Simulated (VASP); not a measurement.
# LiH in VASP: notebook, part 2 of 2

VASP 6.6.1. Earlier steps stand in the parts before.

### 4 Electric field gradients, LDA (equal xy, yz and zx shear strains of +1 %)

INCAR reads:

```
SYSTEM = LiH
PREC = Accurate
ENCUT = 520
EDIFF = 1E-8
ISMEAR = -1
SIGMA = 0.03
LREAL = .FALSE.
LASPH = .TRUE.
NELM = 100
ALGO = Normal
ISIF = 2
LWAVE = .FALSE.
LCHARG = .FALSE.
LEFG = .TRUE.
NBANDS = 9
```

KPOINTS reads:

```
Automatic mesh
0
G
  11 11 11
  0 0 0
```

POSCAR reads:

```
LiH
1.0
    0.0203250000      2.0426625000      2.0426625000
    2.0426625000      0.0203250000      2.0426625000
    2.0426625000      2.0426625000      0.0203250000
Li H
1 1
Direct
    0.0000000000      0.0000000000      0.0000000000
    0.5000000000      0.5000000000      0.5000000000
```

Potentials or basis: VASP PAW LDA potentials, release 64 (Li_sv, H).

Launch:

```
$ cat potpaw_LDA.64/Li_sv/POTCAR potpaw_LDA.64/H/POTCAR > POTCAR
$ mpirun -np 1 vasp_std > vasp.out
```

OUTCAR:

```text
SYSTEM = LiH
   PREC = Accurate
   ENCUT = 520
   EDIFF = 1E-8
   ISMEAR = -1
   LREAL = .FALSE.
   LASPH = .TRUE.
   NELM = 100
   ISIF = 2

 ion  position               nearest neighbor table
   1  0.000  0.000  0.000-
   2  0.500  0.500  0.500-

  LATTYP: Found a trigonal (rhomboedric) cell.
 ALAT       =     2.8888325122
 COS(alpha) =     0.5099250056

  Lattice vectors:

 A1 = (   0.0203250000,   2.0426625000,   2.0426625000)
 A2 = (   2.0426625000,   0.0203250000,   2.0426625000)
[... 500 lines left out ...]
  ---------------------------------------------------
  free  energy   TOTEN  =        -6.4713236962 eV

  energy  without entropy=       -6.4713236962  energy(sigma->0) =       -6.47132370

 Electric field gradients (V/A^2)
---------------------------------------------------------------------
 ion       V_xx      V_yy      V_zz      V_xy      V_xz      V_yz
---------------------------------------------------------------------
   1      -0.000    -0.000    -0.000    -0.032    -0.032    -0.032
   2      -0.000    -0.000    -0.000     0.040     0.040     0.040
---------------------------------------------------------------------

 Electric field gradients after diagonalization (V/A^2)
 (convention: |V_zz| > |V_xx| > |V_yy|)
----------------------------------------------------------------------
 ion       V_xx      V_yy      V_zz     asymmetry (V_yy - V_xx)/ V_zz
----------------------------------------------------------------------
   1       0.032     0.032    -0.065       0.000
   2      -0.040    -0.040     0.080       0.000
----------------------------------------------------------------------

           NMR quadrupolar parameters

 Cq : quadrupolar parameter    Cq=e*Q*V_zz/h
 eta: asymmetry parameters     (V_yy - V_xx)/ V_zz
 Q  : nuclear electric quadrupole moment in mb (millibarn)
----------------------------------------------------------------------
 ion       Cq(MHz)       eta       Q (mb)
----------------------------------------------------------------------
   1      -0.000       0.000       1.000
   2       0.000       0.000       1.000
----------------------------------------------------------------------
```

OSZICAR:

```text
N       E                     dE             d eps       ncg     rms          rms(c)
DAV:   1    -0.210846230074E+01   -0.21085E+01   -0.13871E+03  2668   0.393E+02
DAV:   2    -0.665470200848E+01   -0.45462E+01   -0.45188E+01  3636   0.542E+01
DAV:   3    -0.672192415096E+01   -0.67222E-01   -0.67194E-01  3206   0.544E+00
DAV:   4    -0.672243875814E+01   -0.51461E-03   -0.51450E-03  3607   0.369E-01
DAV:   5    -0.672244298839E+01   -0.42303E-05   -0.42302E-05  3209   0.213E-02    0.277E+00
DAV:   6    -0.653282033677E+01    0.18962E+00   -0.17147E-01  2924   0.117E+00    0.135E+00
DAV:   7    -0.647059471796E+01    0.62226E-01   -0.19656E-01  3175   0.139E+00    0.199E-01
DAV:   8    -0.647138336004E+01   -0.78864E-03   -0.38939E-03  2951   0.427E-01    0.447E-02
DAV:   9    -0.647132365912E+01    0.59701E-04   -0.20106E-04  3406   0.506E-02    0.614E-03
DAV:  10    -0.647132362946E+01    0.29665E-07   -0.52482E-06  3127   0.170E-02    0.348E-03
DAV:  11    -0.647132369495E+01   -0.65488E-07   -0.10406E-07  3517   0.166E-03    0.571E-04
DAV:  12    -0.647132369617E+01   -0.12251E-08   -0.32784E-09  2401   0.505E-04
   1 F= -.64713237E+01 E0= -.64713237E+01  d E =-.195133E-13
```

Run time: 22 s. Hardware: 1 thread of AMD EPYC 7R13 (Zen 3), shared host; peak memory 0.1 GiB.

Results:

- Free energy: -6.4713 eV
- Band gap on the k mesh: 2.83 eV, indirect (the least direct gap lies 2.8 meV higher)

Caveat: the cell differs from its parent crystal (equal xy, yz and zx shear strains of +1 %); without QUAD_EFG the Cq values of the log hold for a quadrupole moment of 1 mb, not for the nuclei. A k mesh can miss the band edges.

### 5 Electric field gradients, LDA (equal xy, yz and zx shear strains of +1 %)

INCAR reads:

```
SYSTEM = LiH
  ALGO = Normal
  EDIFF = 1E-8
  ENCUT = 520
  GGA = CA
  ISIF = 2
  ISMEAR = -1
  LASPH = .TRUE.
  LCHARG = .FALSE.
  LEFG = .TRUE.
  LREAL = .FALSE.
  LWAVE = .FALSE.
  NBANDS = 9
  NELM = 60
  PREC = Accurate
  SIGMA = 0.03
```

KPOINTS reads:

```
k-points
0
G
  11 11 11
  0 0 0
```

POSCAR is that of step 4.

Potentials or basis: VASP PAW LDA potentials, release 64 (Li_sv, H).

Launch:

```
$ cat potpaw_LDA.64/Li_sv/POTCAR potpaw_LDA.64/H/POTCAR > POTCAR
$ mpirun -np 1 vasp_std > vasp.out
```

OUTCAR:

```text
SYSTEM = LiH
   EDIFF = 1E-8
   ENCUT = 520
   GGA = CA
   ISIF = 2
   ISMEAR = -1
   LASPH = .TRUE.
   LREAL = .FALSE.
   NELM = 60
   PREC = Accurate

 ion  position               nearest neighbor table
   1  0.000  0.000  0.000-
   2  0.500  0.500  0.500-

  LATTYP: Found a trigonal (rhomboedric) cell.
 ALAT       =     2.8888325122
 COS(alpha) =     0.5099250056

  Lattice vectors:

[... 499 lines left out ...]
    total drift:                                0.000000     -0.000000     -0.000000

  FREE ENERGIE OF THE ION-ELECTRON SYSTEM (eV)
  ---------------------------------------------------
  free  energy   TOTEN  =        -6.4713236962 eV

  energy  without entropy=       -6.4713236962  energy(sigma->0) =       -6.47132370

 Electric field gradients (V/A^2)
---------------------------------------------------------------------
 ion       V_xx      V_yy      V_zz      V_xy      V_xz      V_yz
---------------------------------------------------------------------
   1      -0.000    -0.000    -0.000    -0.032    -0.032    -0.032
   2      -0.000    -0.000    -0.000     0.040     0.040     0.040
---------------------------------------------------------------------

 Electric field gradients after diagonalization (V/A^2)
 (convention: |V_zz| > |V_xx| > |V_yy|)
----------------------------------------------------------------------
 ion       V_xx      V_yy      V_zz     asymmetry (V_yy - V_xx)/ V_zz
----------------------------------------------------------------------
   1       0.032     0.032    -0.065       0.000
   2      -0.040    -0.040     0.080       0.000
----------------------------------------------------------------------

           NMR quadrupolar parameters

 Cq : quadrupolar parameter    Cq=e*Q*V_zz/h
 eta: asymmetry parameters     (V_yy - V_xx)/ V_zz
 Q  : nuclear electric quadrupole moment in mb (millibarn)
----------------------------------------------------------------------
 ion       Cq(MHz)       eta       Q (mb)
----------------------------------------------------------------------
   1      -0.000       0.000       1.000
   2       0.000       0.000       1.000
----------------------------------------------------------------------
```

OSZICAR:

```text
N       E                     dE             d eps       ncg     rms          rms(c)
DAV:   1    -0.210846230074E+01   -0.21085E+01   -0.13871E+03  2668   0.393E+02
DAV:   2    -0.665470200848E+01   -0.45462E+01   -0.45188E+01  3636   0.542E+01
DAV:   3    -0.672192415096E+01   -0.67222E-01   -0.67194E-01  3206   0.544E+00
DAV:   4    -0.672243875814E+01   -0.51461E-03   -0.51450E-03  3607   0.369E-01
DAV:   5    -0.672244298839E+01   -0.42303E-05   -0.42302E-05  3209   0.213E-02    0.277E+00
DAV:   6    -0.653282033677E+01    0.18962E+00   -0.17147E-01  2924   0.117E+00    0.135E+00
DAV:   7    -0.647059471796E+01    0.62226E-01   -0.19656E-01  3175   0.139E+00    0.199E-01
DAV:   8    -0.647138336004E+01   -0.78864E-03   -0.38939E-03  2951   0.427E-01    0.447E-02
DAV:   9    -0.647132365912E+01    0.59701E-04   -0.20106E-04  3406   0.506E-02    0.614E-03
DAV:  10    -0.647132362946E+01    0.29665E-07   -0.52482E-06  3127   0.170E-02    0.348E-03
DAV:  11    -0.647132369495E+01   -0.65488E-07   -0.10406E-07  3517   0.166E-03    0.571E-04
DAV:  12    -0.647132369617E+01   -0.12251E-08   -0.32784E-09  2401   0.505E-04
   1 F= -.64713237E+01 E0= -.64713237E+01  d E =-.195133E-13
```

stdout:

```text
POSCAR found type information on POSCAR LiH
 POSCAR found :  2 types and       2 ions
 scaLAPACK will be used
 LDA part: xc-table for (Slater(with rela. corr.)+CA(PZ))
 , standard interpolation
 POSCAR, INCAR and KPOINTS ok, starting setup
 FFT: planning ... GRIDC
 FFT: planning ... GRID_SOFT
 FFT: planning ... GRID
 WAVECAR not read
 entering main loop
ion   1

ion   2
```

Run time: 20 s. Hardware: 1 thread of AMD EPYC 7R13 (Zen 3), shared host; peak memory 0.1 GiB.

Results:

```yaml
Free_energy: -6.4713 eV
Band_gap_on_the_k_mesh: 2.83 eV, indirect (the least direct gap lies 2.8 meV higher)
```

Levels at points of the mesh, in eV from the valence-band top:
| k point | band 1 | band 2 | band 3 | band 4 | band 5 | band 6 |
| --- | --- | --- | --- | --- | --- | --- |
| (0.00, 0.00, 0.00) | -43.46 | -5.36 | 15.62 | 16.74 | 17.17 | 17.17 |

Caveat: the cell differs from its parent crystal (equal xy, yz and zx shear strains of +1 %); without QUAD_EFG the Cq values of the log hold for a quadrupole moment of 1 mb, not for the nuclei. A k mesh can miss the band edges.

### 6 The runs side by side

```tsv
cell	gap on the mesh (eV)
a = 2.912 Å, angles 60.0°, 2 atoms	2.86
a = 2.860 Å, angles 60.7°, 2 atoms	2.83
a = 2.889 Å, angles 59.3°, 2 atoms	2.83
```

Alike in all rows: task electric field gradients; level LDA; potentials or basis VASP PAW LDA potentials, release 64 (Li_sv, H); no spin polarisation; k mesh 11 × 11 × 11; cutoff (eV) 520; smearing fermi-dirac 0.03 eV.

Total energies depend on the potentials used, so only differences within one code and one set of settings carry meaning.
